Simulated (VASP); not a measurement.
A run of VASP 6.6.1:

The input INCAR:

```
SYSTEM = In3GaAs4
PREC = Accurate
ENCUT = 600
EDIFF = 1E-7
ISMEAR = 0
SIGMA = 0.1
LREAL = .False.
LASPH = .True.
NELM = 60
ALGO = Fast
ISIF = 3
LWAVE = .False.
LCHARG = .False.
GGA = PE
IBRION = 2
NSW = 100
EDIFFG = -0.01
KPAR = 4
```

File KPOINTS:

```
regular mesh
0
Gamma
  10 10 4
  0 0 0
```

Contents of POSCAR:

```
In3GaAs4
1.0
    4.3199737120      0.0000000000      0.0000000000
    0.0000000000      4.3199737120      0.0000000000
    0.0000000000      0.0000000000     12.0691958715
In Ga As
3 1 4
Direct
    0.5000000000      0.5000000000      0.2412076746
    0.0000000000      0.0000000000      0.5000000000
    0.5000000000      0.5000000000      0.7587923254
    0.0000000000      0.0000000000      0.0000000000
    0.5000000000      0.0000000000      0.1111461416
    0.0000000000      0.5000000000      0.3705527425
    0.5000000000      0.0000000000      0.6294472575
    0.0000000000      0.5000000000      0.8888538584
```

Potentials or basis: VASP PAW PBE potentials, release 64 (In_d, Ga_d, As).

Run with:

```sh
$ cat potpaw_PBE.64/In_d/POTCAR potpaw_PBE.64/Ga_d/POTCAR potpaw_PBE.64/As/POTCAR > POTCAR
$ mpirun -np 4 vasp_std > vasp.out
```

Hardware: 4 MPI ranks on Oxide Virtual Turin-like Processor, on a shared host.

Estimate the wall time of this run.

Run time: 32 min on 4 MPI ranks on Oxide Virtual Turin-like Processor (shared host), peak memory 0.84 GiB a rank. Counts: scf iterations 69, k points 63, ion steps 4.
